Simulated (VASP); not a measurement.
Runs of VASP 6.6.1 on S. The structure is that of space group Fd-3m (No. 227), or close to it. The cells are those of the table. 

```tsv
task	cell	cutoff (eV)	gap on the mesh (eV)	pressure (GPa)
relaxation of cell and atoms	relaxed to 20 GPa from a = 4.087 Å, angles 60.0°, 2 atoms	600	none	20.2
single point	a = 3.719 Å, angles 60.0°, 2 atoms	520	none	19.8
single point	a = 4.096 Å, angles 60.0°, 2 atoms	520	none	-0.1
relaxation of cell and atoms	relaxed to 30 GPa from a = 4.087 Å, angles 60.0°, 2 atoms	600	none	30.0
single point	a = 3.609 Å, angles 60.0°, 2 atoms	520	none	(a)
```

Alike in all rows: level PBE; potentials or basis VASP PAW PBE potentials, release 64 (S); no spin polarisation; k mesh 14 × 14 × 14; smearing methfessel-paxton 0.05 eV.

Question: Fill in the values left out.

Answer: (a) 29.9.

Caveats: the cell is relaxed towards a set pressure, so the enthalpy falls and the energy may rise (some runs).

A gap of «none» marks levels without a gap at the run's occupations.
